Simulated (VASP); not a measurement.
Runs of VASP 6.6.1 on CrO2. The structure is that of space group R-3m (No. 166), or close to it. The cells are those of the table. 

```tsv
cell	gap on the mesh (eV)	pressure (GPa)	moment (μB)	largest force (eV/Å)
a = 5.021 Å, angles 34.0°, 3 atoms	none	(a)	2.00	0.26
a = 5.055 Å, angles 34.0°, 3 atoms	none	-4.3	2.00	0.02
a = 5.090 Å, angles 34.0°, 3 atoms	none	(b)	2.00	0.28
a = 5.189 Å, angles 34.0°, 3 atoms	none	-15.0	2.00	0.93
a = 4.986 Å, angles 34.0°, 3 atoms	none	3.1	2.00	0.57
```

Alike in all rows: task single point; level PBE; potentials or basis VASP PAW PBE potentials, release 64 (Cr_pv, O); spin collinear, ferromagnetic start; k mesh 10 × 10 × 10; cutoff (eV) 520; smearing fermi-dirac 0.05 eV.

Task: Estimate the missing entries.

Result: (a) -0.9; (b) -7.6.

Caveats: an empty level that is flat over the whole mesh can mark a ghost state of the potentials, or a narrow d or f band; a cell with one magnetic atom can't hold antiferromagnetic order, which such compounds often take; semilocal functionals often make such compounds metallic where correlation or magnetic order opens a gap, which also shifts bond lengths; the cell stands under tension (at least some runs); the cell stands under pressure (at least some runs).

A gap of «none» marks levels without a gap at the run's occupations.
